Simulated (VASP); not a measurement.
Input of a VASP 6.6.1 run:

File INCAR:

```
SYSTEM = KCl
PREC = Accurate
ENCUT = 520
EDIFF = 1E-8
ISMEAR = -1
SIGMA = 0.03
LREAL = .False.
LASPH = .True.
NELM = 80
ALGO = Normal
ISIF = 2
LWAVE = .False.
LCHARG = .False.
GGA = PS
LEFG = .True.
NBANDS = 15
```

File KPOINTS:

```
regular mesh
0
Gamma
  7 7 7
  0 0 0
```

POSCAR

```
KCl
1.0
    0.0000000000      3.1134447711      3.1134447711
    3.1134447711      0.0000000000      3.1134447711
    3.1134447711      3.1134447711      0.0000000000
K Cl
1 1
Direct
    0.0000000000      0.0000000000      0.0000000000
    0.5000000000      0.5000000000      0.5000000000
```

Potentials or basis: VASP PAW PBE potentials, release 64 (K_sv, Cl).

Run with:

```bash
$ cat potpaw_PBE.64/K_sv/POTCAR potpaw_PBE.64/Cl/POTCAR > POTCAR
$ mpirun -np 1 vasp_std > vasp.out
```

Predict the pressure.

0.2 GPa.

Predict the band gap on the k mesh.

5.12 eV, direct.

Caveat: without QUAD_EFG the Cq values of the log hold for a quadrupole moment of 1 mb, not for the nuclei; the PAW data sets were made with another functional, which shifts forces and pressure a little.
